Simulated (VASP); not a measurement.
# C3N4 (P-43m) in VASP: a series of runs

The runs below take C3N4 through single point, with LDA.

Everything below comes from runs of VASP 6.6.1. Logs are shortened: lines on timing, memory, paths and dates and some standing lists are left out, and cuts for length are marked.

## (1) The cell of the first run

It takes space group P-43m (No. 215, cubic). Conventional cell: a = 3.457 Å, b = 3.457 Å, c = 3.457 Å, α = 90.00°, β = 90.00°, γ = 90.00°. Within 2.0 Å of C (site symmetry -42m) lie 4 N at 1.49 Å. Within 2.0 Å of N (site symmetry 3m) lie 3 C at 1.49 Å.

## (2) Single point, LDA

File INCAR:

```
SYSTEM = C3N4
ALGO     = Normal         ! electronic algorithm
EDIFF    = 1E-6           ! SCF threshold, eV
ENCUT    = 520            ! plane-wave cutoff, eV
ISIF     = 2              ! what is computed and relaxed
ISMEAR   = 0              ! smearing method
LASPH    = .True.         ! aspherical terms in the spheres
LCHARG   = .False.        ! write CHGCAR
LREAL    = .False.        ! projectors in reciprocal space
LWAVE    = .False.        ! write WAVECAR
NBANDS   = 25             ! bands
NELM     = 100            ! most SCF steps
PREC     = Accurate       ! precision mode
SIGMA    = 0.01           ! smearing width, eV
```

File KPOINTS:

```
k-points
0
Gamma
  6 6 6
  0 0 0
```

File POSCAR:

```
C3N4
1.0
    3.4567600000      0.0000000000      0.0000000000
    0.0000000000      3.4567600000      0.0000000000
    0.0000000000      0.0000000000      3.4567600000
C N
3 4
Direct
    0.0000000000      0.0000000000      0.5000000000
    0.5000000000      0.0000000000      0.0000000000
    0.0000000000      0.5000000000      0.0000000000
    0.2456900000      0.2456900000      0.7543100000
    0.7543100000      0.7543100000      0.7543100000
    0.2456900000      0.7543100000      0.2456900000
    0.7543100000      0.2456900000      0.2456900000
```

Potentials or basis: VASP PAW LDA potentials, release 64 (C, N).

Command:

```console
cat potpaw_LDA.64/C/POTCAR potpaw_LDA.64/N/POTCAR > POTCAR
mpirun -np 1 vasp_std > vasp.out
```

OUTCAR:

```text
SYSTEM = C3N4
   EDIFF = 1E-6
   ENCUT = 520
   ISIF = 2
   ISMEAR = 0
   LASPH = .True.
   LREAL = .False.
   NELM = 100
   PREC = Accurate

 ion  position               nearest neighbor table
   1  0.000  0.000  0.500-   4 1.49   5 1.49   6 1.49   7 1.49
   2  0.500  0.000  0.000-   4 1.49   5 1.49   6 1.49   7 1.49
   3  0.000  0.500  0.000-   4 1.49   5 1.49   6 1.49   7 1.49
   4  0.246  0.246  0.754-   1 1.49   2 1.49   3 1.49
   5  0.754  0.754  0.754-   1 1.49   2 1.49   3 1.49
   6  0.246  0.754  0.246-   1 1.49   2 1.49   3 1.49
   7  0.754  0.246  0.246-   1 1.49   2 1.49   3 1.49

  LATTYP: Found a simple cubic cell.
 ALAT       =     3.4567600000

  Lattice vectors:

 A1 = (   3.4567600000,   0.0000000000,   0.0000000000)
 A2 = (   0.0000000000,   3.4567600000,   0.0000000000)
 A3 = (   0.0000000000,   0.0000000000,   3.4567600000)

Analysis of symmetry for initial positions (statically):
=====================================================================
 Subroutine PRICEL returns:
 Original cell was already a primitive cell.

 Routine SETGRP: Setting up the symmetry group for a
 simple cubic supercell.

 Subroutine GETGRP returns: Found 24 space group operations
 (whereof 24 operations were pure point group operations)
 out of a pool of 48 trial point group operations.

The static configuration has the point symmetry T_d .

Analysis of symmetry for dynamics (positions and initial velocities):
=====================================================================
 Subroutine PRICEL returns:
 Original cell was already a primitive cell.

 Routine SETGRP: Setting up the symmetry group for a
 simple cubic supercell.

 Subroutine GETGRP returns: Found 24 space group operations
 (whereof 24 operations were pure point group operations)
 out of a pool of 48 trial point group operations.

The dynamic configuration has the point symmetry T_d .

 Subroutine INISYM returns: Found 24 space group operations
 (whereof 24 operations are pure point group operations),
 and found     1 'primitive' translations

----------------------------------------------------------------------------------------

                                     Primitive cell

  volume of cell :      41.3055

  direct lattice vectors                    reciprocal lattice vectors
[... 94 lines left out ...]
   EDIFFG = 0.1E-04   stopping-criterion for IOM
   NSW    =      0    number of steps for IOM
   IBRION =     -1    ionic relax: 0-MD 1-quasi-New 2-CG
   NFREE  =      0    steps in history (QN), initial steepest desc. (CG)
   ISIF   =      2    stress and relaxation
   ISYM   =      2    0-nonsym 1-usesym 2-fastsym
   POTIM  = 0.5000    time-step for ionic-motion
   TEBEG  =    0.0;   TEEND  =   0.0 temperature during run
   PSTRESS=    0.0 pullay stress
   NELECT =      32.0000    total number of electrons
   NUPDOWN=      -1.0000    fix difference up-down
   EMIN   =  10.00;   EMAX   =-10.00  energy-range for DOS
   EFERMI =   0.00;   METHOD = LEGACY
   ISMEAR =     0;   SIGMA  =   0.01  broadening in eV -4-tet -1-fermi 0-gaus
   EFERMI_NEDOS =   21; number of points for ismear=-14 and -15
   IALGO  =     38    algorithm
   IMIX   =      4    mixing-type and parameters
     AMIX     =   0.40;   BMIX     =  1.00
     AMIX_MAG =   1.60;   BMIX_MAG =  1.00
  volume/ion in A,a.u.               =       5.90        39.82
  Fermi-wavevector in a.u.,A,eV,Ry     =   1.503565  2.841326 30.758803  2.260708
  Thomas-Fermi vector in A             =   2.614659
   LORBIT       =      0    0 simple, 1 ext, 2 COOP (PROOUT), +10 PAW based schemes
   GGA     = CA    functional components
   LHFCALC =     F    Hartree Fock is set to
   AEXX    =    0.0000 exact exchange contribution
   IVDW    =     0    specifies the selected vdW correction
   LEPSILON=     F    determine dielectric tensor
   LRPA    =     F    only Hartree local field effects (RPA)
 non-spin polarized calculation
 Gauss-broadening in eV      SIGMA  =   0.01
  energy-cutoff  :      520.00
  volume of cell :       41.31
 maximum number of plane-waves:      1141
 NGX is ok and might be reduce to    28
   NGX = 13   NGY = 13   NGZ = 13

 number of electron      32.0000002 magnetization

 Free energy of the ion-electron system (eV)
  ---------------------------------------------------
  ext. energy  EPLUGINS =         0.00000000
  ---------------------------------------------------
  free energy    TOTEN  =       -63.60701576 eV

  energy without entropy =      -63.60701576  energy(sigma->0) =      -63.60701576

 E-fermi :   9.3682     XC(G=0): -13.4907

 val. band max:        9.3118009530   @ k =   0.0000   0.0000   0.0000
 cond. band min:      11.6876031119   @ k =   0.0000   0.0000   0.0000
 fundamental gap:      2.3758021589
 Fermi energy:         9.3682362822

 k-point     1 :       0.0000    0.0000    0.0000
  band No.  band energies     occupation
      1     -15.2181      2.00000
      2      -7.7090      2.00000
      3      -7.7090      2.00000
      4      -7.7090      2.00000
      5      -5.6802      2.00000
      6      -5.6802      2.00000
[... 549 lines left out ...]
     24      17.2597      0.00000
     25      21.4506      0.00000

------------------------ aborting loop because EDIFF is reached ----------------------------------------

  FORCE on cell =-STRESS in cart. coord.  units (eV):
  Direction    XX          YY          ZZ          XY          YZ          ZX
  --------------------------------------------------------------------------------------
  -------------------------------------------------------------------------------------
  Total       -4.1900009     -4.1900009     -4.1900009     -0.0000000      0.0000000      0.0000000
  in kB     -162.5238168   -162.5238168   -162.5238168     -0.0000000      0.0000000      0.0000000
  external PRESSURE =    -162.5238168 kB  Pullay stress =       0.0000000 kB

 VOLUME and BASIS-vectors are now :
 -----------------------------------------------------------------------------
  energy-cutoff  :      520.00
  volume of cell :       41.31
      direct lattice vectors                 reciprocal lattice vectors
     3.456760000  0.000000000  0.000000000     0.289288235  0.000000000  0.000000000
     0.000000000  3.456760000  0.000000000     0.000000000  0.289288235  0.000000000
     0.000000000  0.000000000  3.456760000     0.000000000  0.000000000  0.289288235

 POSITION                                       TOTAL-FORCE (eV/Angst)
 -----------------------------------------------------------------------------------
      0.00000      0.00000      1.72838         0.000000      0.000000      0.000000
      1.72838      0.00000      0.00000         0.000000      0.000000      0.000000
      0.00000      1.72838      0.00000         0.000000      0.000000      0.000000
      0.84929      0.84929      2.60747        -0.186181     -0.186181      0.186181
      2.60747      2.60747      2.60747         0.186181      0.186181      0.186181
      0.84929      2.60747      0.84929        -0.186181      0.186181     -0.186181
      2.60747      0.84929      0.84929         0.186181     -0.186181     -0.186181
 -----------------------------------------------------------------------------------
    total drift:                                0.000000      0.000000      0.000000

  FREE ENERGIE OF THE ION-ELECTRON SYSTEM (eV)
  ---------------------------------------------------
  free  energy   TOTEN  =       -63.6070157567 eV

  energy  without entropy=      -63.6070157567  energy(sigma->0) =      -63.60701576
```

OSZICAR:

```text
N       E                     dE             d eps       ncg     rms          rms(c)
DAV:   1     0.100506562624E+03    0.10051E+03   -0.17667E+04  1000   0.127E+03
DAV:   2    -0.611305745802E+02   -0.16164E+03   -0.15324E+03  1353   0.269E+02
DAV:   3    -0.669298191163E+02   -0.57992E+01   -0.57431E+01  1318   0.472E+01
DAV:   4    -0.669902411979E+02   -0.60422E-01   -0.60322E-01  1167   0.503E+00
DAV:   5    -0.669916843145E+02   -0.14431E-02   -0.14418E-02  1316   0.631E-01    0.130E+01
DAV:   6    -0.640121538423E+02    0.29795E+01   -0.56848E+00  1212   0.157E+01    0.631E+00
DAV:   7    -0.637004367770E+02    0.31172E+00   -0.63266E-01  1213   0.483E+00    0.361E+00
DAV:   8    -0.636111184068E+02    0.89318E-01   -0.14824E-01  1138   0.232E+00    0.620E-01
DAV:   9    -0.636073174453E+02    0.38010E-02   -0.89823E-03  1234   0.699E-01    0.283E-01
DAV:  10    -0.636070357923E+02    0.28165E-03   -0.13996E-03  1224   0.253E-01    0.432E-02
DAV:  11    -0.636070153246E+02    0.20468E-04   -0.13390E-04  1274   0.746E-02    0.150E-02
DAV:  12    -0.636070157567E+02   -0.43212E-06   -0.68020E-06  1210   0.197E-02
   1 F= -.63607016E+02 E0= -.63607016E+02  d E =-.115342E-17
```

Run time: 25 s. Hardware: 1 thread of Intel Xeon 6975P-C, shared host; peak memory 0.14 GiB.

What came out:

```yaml
Free_energy: -63.6070 eV
Pressure: -16.3 GPa
Largest_force: 0.322 eV/Å
Band_gap_on_the_k_mesh: 2.38 eV, direct
```

Forces on the atoms (eV/Å):
```
C    0.000  0.000  0.000
C    0.000  0.000  0.000
C    0.000  0.000  0.000
N   -0.186 -0.186  0.186
N    0.186  0.186  0.186
N   -0.186  0.186 -0.186
N    0.186 -0.186 -0.186
```

Levels at points of the mesh, in eV from the valence-band top:
| k point | band 14 | band 15 | band 16 | band 17 | band 18 | band 19 |
| --- | --- | --- | --- | --- | --- | --- |
| (0.00, 0.00, 0.00) | 0.00 | 0.00 | 0.00 | 2.38 | 2.38 | 2.38 |
| (0.50, 0.00, 0.00) | -3.70 | -1.37 | -1.37 | 3.04 | 5.65 | 8.09 |
| (0.50, 0.50, 0.00) | -4.32 | -0.79 | -0.79 | 5.87 | 5.87 | 7.82 |
| (0.50, 0.50, 0.50) | -0.22 | -0.22 | -0.22 | 5.82 | 5.82 | 5.82 |

A k mesh can miss the band edges. As with any semilocal functional, this LDA gap is likely too small.

## (3) Single point, LDA

File INCAR:

```
ALGO = Normal
EDIFF = 1E-7
ENCUT = 520
GGA = CA
ISIF = 2
ISMEAR = 0
LASPH = T
LCHARG = F
LREAL = F
LWAVE = F
NBANDS = 25
NELM = 80
PREC = Accurate
SIGMA = 0.01
```

File KPOINTS:

```
k-points
0
Gamma
  6 6 6
```

POSCAR is that of step 2.

Potentials or basis: VASP PAW LDA potentials, release 64 (C, N).

Command:

```console
cat potpaw_LDA.64/C/POTCAR potpaw_LDA.64/N/POTCAR > POTCAR
mpirun -np 1 vasp_std > vasp.out
```

Run time: 27 s. Hardware: 1 thread of Intel Xeon 6975P-C, shared host; peak memory 0.14 GiB.

It converged, with:

| Quantity | Value |
| --- | --- |
| Free energy | -63.6070 eV |
| Pressure | -16.2 GPa |
| Largest force | 0.322 eV/Å |
| Band gap on the k mesh | 2.38 eV, direct |

Forces on the atoms (eV/Å):
```
C    0.000  0.000  0.000
C    0.000  0.000  0.000
C    0.000  0.000  0.000
N   -0.186 -0.186  0.186
N    0.186  0.186  0.186
N   -0.186  0.186 -0.186
N    0.186 -0.186 -0.186
```

Levels at points of the mesh, in eV from the valence-band top:
```
           k point  band 13  band 14  band 15  band 16  band 17  band 18  band 19  band 20
(0.00, 0.00, 0.00)    -6.45     0.00     0.00     0.00     2.38     2.38     2.38     5.22
(0.50, 0.00, 0.00)    -4.16    -3.70    -1.37    -1.37     3.04     5.65     8.09     8.41
(0.50, 0.50, 0.00)    -4.93    -4.32    -0.79    -0.79     5.87     5.87     7.82     8.10
(0.50, 0.50, 0.50)    -5.65    -0.22    -0.22    -0.22     5.82     5.82     5.82     6.41
```

A k mesh can miss the band edges.

## (4) Single point, LDA

File INCAR:

```
  PREC = Accurate
  ENCUT = 520
  EDIFF = 1E-6
  ISMEAR = 0
  SIGMA = 0.01
  LREAL = F
  LASPH = T
  NELM = 80
  ALGO = Normal
  ISIF = 2
  LWAVE = F
  LCHARG = F
  NBANDS = 25
```

File KPOINTS:

```
Automatic mesh
0
Gamma
  6 6 6
```

POSCAR is that of step 3.

Command:

```console
cat potpaw_LDA.64/C/POTCAR potpaw_LDA.64/N/POTCAR > POTCAR
mpirun -np 1 vasp_std > vasp.out
```

It took 23 s on 1 thread of Intel Xeon 6975P-C, shared host; peak memory 0.14 GiB.

Results (log left out):

```
Free energy            : -63.6070 eV
Pressure               : -16.3 GPa
Largest force          : 0.322 eV/Å
Band gap on the k mesh : 2.38 eV, direct
```

Forces in eV/Å, atoms in the order of the input:
```
C    0.000  0.000  0.000
C    0.000  0.000  0.000
C    0.000  0.000  0.000
N   -0.186 -0.186  0.186
N    0.186  0.186  0.186
N   -0.186  0.186 -0.186
N    0.186 -0.186 -0.186
```

Levels at points of the mesh, in eV from the valence-band top:
```
           k point  band 12  band 13  band 14  band 15  band 16  band 17  band 18  band 19  band 20  band 21
(0.00, 0.00, 0.00)    -6.45    -6.45     0.00     0.00     0.00     2.38     2.38     2.38     5.22     5.22
(0.50, 0.00, 0.00)    -6.95    -4.16    -3.70    -1.37    -1.37     3.04     5.65     8.09     8.41     8.41
(0.50, 0.50, 0.00)    -5.65    -4.93    -4.32    -0.79    -0.79     5.87     5.87     7.82     8.10     8.41
(0.50, 0.50, 0.50)    -5.65    -5.65    -0.22    -0.22    -0.22     5.82     5.82     5.82     6.41     6.41
```

A k mesh can miss the band edges. Expect the measured gap to be larger: semilocal functionals such as LDA lack the derivative discontinuity.
